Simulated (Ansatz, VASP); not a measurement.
Two plane-wave programs on MoS2

```
Mo S
1.0
     3.29076    0.00000    0.00000
    -1.64538    2.84989    0.00000
     0.00000    0.00000    6.43628
Mo S
1 2
Direct
  0.00000 0.00000 0.50000
  0.66667 0.33333 0.74468
  0.33333 0.66667 0.25532
```

Alike in both runs: task single point; functional BLYP; dispersion D3(BJ); k mesh 9 × 9 × 4; occupations fermi-dirac, width 0.05 eV; no spin polarisation.

|  | VASP | Ansatz |
| --- | --- | --- |
| version | VASP 6.6.1 | Ansatz 0.2.0 |
| potentials or method | VASP PAW PBE potentials, release 64 (Mo_sv, S) | Ansatz PAW |
| plane-wave cutoff (eV) | 520 | 420 |
| valence electrons in the cell | 26 | 26 |

Ansatz gave:

| Quantity | Value |
| --- | --- |
| gap on the k mesh at the Fermi level (eV) | none |
| pressure (GPa) | -6.4 |
| traceless stress, the component that is largest in VASP (GPa) | -0.39 |
| rms of the force components (eV/Å) | 0.109 |

Question: What did VASP give for the same quantities?

Answer: gap on the k mesh at the Fermi level (eV): none; pressure (GPa): -6.4; traceless stress, the component that is largest in VASP (GPa): -0.38; rms of the force components (eV/Å): 0.103.

VASP's potentials were made for PBE, not for BLYP. Atom by atom the forces differ by 0.006 eV/Å (rms over components). A gap of «none» marks a metal or a gap that the smearing closes.
